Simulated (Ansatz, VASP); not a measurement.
## WSe2: VASP beside Ansatz

INCAR

```
PREC     = Accurate       # precision mode
ENCUT    = 600            # plane-wave cutoff, eV
EDIFF    = 1E-7           # SCF threshold, eV
ISMEAR   = 0              # smearing method
SIGMA    = 0.02           # smearing width, eV
LREAL    = False          # projectors in reciprocal space
LASPH    = True           # aspherical terms in the spheres
NELM     = 60             # most SCF steps
ALGO     = Normal         # electronic algorithm
ISIF     = 3              # what is computed and relaxed
LWAVE    = False          # write WAVECAR
LCHARG   = False          # write CHGCAR
GGA      = PS             # functional
IBRION   = 2              # ionic algorithm
NSW      = 80             # ionic steps
EDIFFG   = -0.01          # ionic threshold
```

File KPOINTS:

```
Automatic mesh
0
Gamma
  12 12 2
```

Contents of POSCAR:

```
WSe2
1.0
    3.2682374830      0.0000000000      0.0000000000
   -1.6341187415      2.8303766859      0.0000000000
    0.0000000000      0.0000000000     16.6287989961
Se W
2 1
Direct
    0.3333333333      0.6666666667      0.8993056598
    0.3333333333      0.6666666667      0.1006943402
    0.0000000000      0.0000000000      0.0000000000
```

Input for Ansatz:

```yaml
crystal:
  lattice:
    - [3.268237483, 0.0, 0.0]
    - [-1.6341187415, 2.8303766859, 0.0]
    - [0.0, 0.0, 16.6287989961]
  atoms:
    - { symbol: Se, position: [0.3333333333, 0.6666666667, 0.8993056598] }
    - { symbol: Se, position: [0.3333333333, 0.6666666667, 0.1006943402] }
    - { symbol: W, position: [0.0, 0.0, 0.0] }
basis:
  ecutwfc: 420
kpoints:
  mp_grid: { grid: [12, 12, 2] }
hamiltonian:
  xc: pbesol
scf:
  occupations: { method: gaussian, width: 0.02 }
output:
  forces: true
  stress: true
  eigenvalues: true
relax:
  adjacent_minimum: "off"
  f_tol: 0.01
  max_steps: 60
  cell: { stress_tol: 0.1 }
```

Alike in both runs: task relaxation of cell and atoms; functional PBEsol; k mesh 12 × 12 × 2; occupations gaussian, width 0.02 eV; no spin polarisation.

|  | VASP | Ansatz |
| --- | --- | --- |
| version | VASP 6.6.1 | Ansatz 0.2.0 |
| potentials or method | VASP PAW PBE potentials, release 64 (Se, W_sv), cutoff 600 eV | scalar-relativistic, plane waves, PAW |
| valence electrons in the cell | 26 | 46 |

Ansatz gave:

```
gap on the k mesh at the Fermi level, each at its own relaxed structure (eV) : 1.69
relaxed volume (Å³/atom)                                                     : 51.33
relaxed length of the cell vector where the two differ most in proportion (Å)              : 3.270
```

Question: Estimate VASP's values.

Answer: gap on the k mesh at the Fermi level, each at its own relaxed structure (eV): 1.68; relaxed volume (Å³/atom): 51.43; relaxed length of the cell vector where the two differ most in proportion (Å): 3.273.

VASP's potentials were made for PBE, not for PBEsol. VASP's potentials hold 26 valence electrons a cell and Ansatz's 46, so a difference there can come from the potentials and not from the codes.

Neither program's run includes spin-orbit coupling.
